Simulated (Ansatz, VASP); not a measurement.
## One calculation of ZnRh3, two programs

INCAR

```
SYSTEM = ZnRh3
PREC = Accurate
ENCUT = 520
EDIFF = 1E-7
ISMEAR = -1
SIGMA = 0.1
LREAL = .False.
LASPH = .True.
NELM = 100
ALGO = Normal
ISIF = 2
LWAVE = .False.
LCHARG = .False.
GGA = CA
NBANDS = 36
```

Contents of KPOINTS:

```
Automatic mesh
0
Gamma
  10 10 10
  0 0 0
```

File POSCAR:

```
ZnRh3
1.0
   -1.8981420000      1.8981420000      3.7881810000
    1.8981420000     -1.8981420000      3.7881810000
    1.8981420000      1.8981420000     -3.7881810000
Zn Rh
1 3
Direct
    0.0000000000      0.0000000000      0.0000000000
    0.7500000000      0.2500000000      0.5000000000
    0.2500000000      0.7500000000      0.5000000000
    0.5000000000      0.5000000000      0.0000000000
```

Input for Ansatz:

```yaml
crystal:
  lattice:
    - [-1.898142, 1.898142, 3.788181]
    - [1.898142, -1.898142, 3.788181]
    - [1.898142, 1.898142, -3.788181]
  atoms:
    - { symbol: Zn, position: [0.0, 0.0, 0.0] }
    - { symbol: Rh, position: [0.75, 0.25, 0.5] }
    - { symbol: Rh, position: [0.25, 0.75, 0.5] }
    - { symbol: Rh, position: [0.5, 0.5, 0.0] }
kpoints:
  mp_grid:
    grid: [10, 10, 10]
hamiltonian:
  xc: lda
  pseudopotentials:
    kind: paw
scf:
  occupations:
    method: fermi_dirac
output:
  stress: true
```

Alike in both runs: task single point; functional LDA; k mesh 10 × 10 × 10; no spin polarisation.

```csv
,VASP,Ansatz
version,VASP 6.6.1,Ansatz 0.2.0
potentials or method,"VASP PAW LDA potentials, release 64 (Zn, Rh_pv)","plane waves, PAW"
plane-wave cutoff (eV),520,420
occupations,"fermi-dirac, width 0.1 eV",fermi-dirac
valence electrons in the cell,57,63
```

|  | VASP | Ansatz | Ansatz less VASP |
| --- | --- | --- | --- |
| pressure (GPa) | -9.2 | -10.2 | -0.97 |
| traceless stress, the component that is largest in VASP (GPa) | 0.41 | 0.38 | -0.027 |

LDA's correlation is that of Perdew and Zunger in VASP and of Perdew and Wang (1992) in Ansatz. VASP's potentials hold 57 valence electrons a cell and Ansatz's 63, so a difference there can come from the potentials and not from the codes.
